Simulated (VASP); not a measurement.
A run of VASP 6.6.1 is set up as follows.

The input INCAR:

```
PREC = Accurate
ENCUT = 520
EDIFF = 1E-6
ISMEAR = 0
SIGMA = 0.1
LREAL = F
LASPH = T
NELM = 150
ALGO = Normal
ISIF = 2
LWAVE = F
LCHARG = F
ISPIN = 2
MAGMOM = 1
LORBIT = 11
GGA = PE
NBANDS = 12
```

Contents of KPOINTS:

```
regular mesh
0
Gamma
  12 6 6
```

File POSCAR:

```
C
1.0
    1.2863997475      0.0000000000      0.0000000000
    0.0000000000      3.1825767309      0.0000000000
    0.0000000000      0.0000000000      3.2563919204
C
1
Direct
    0.0000000000      0.5000000000      0.0000000000
```

Potentials or basis: VASP PAW PBE potentials, release 64 (C).

The run is started by

```bash
$ cat potpaw_PBE.64/C/POTCAR > POTCAR
$ mpirun -np 1 vasp_std > vasp.out
```

Task: Predict the pressure.

Result: -0.2 GPa.

Task: Predict the net moment.

Result: 0.00 μB per cell.

Task: What does it give for the band gap on the k mesh?

Result: Zero (filled and empty bands overlap).

Stress tensor (GPa, compression positive):
```
-0.34  0.00  0.00
 0.00  0.32  0.00
 0.00  0.00 -0.51
```

Caveat: the k points lie up to 0.41 Å⁻¹ apart.
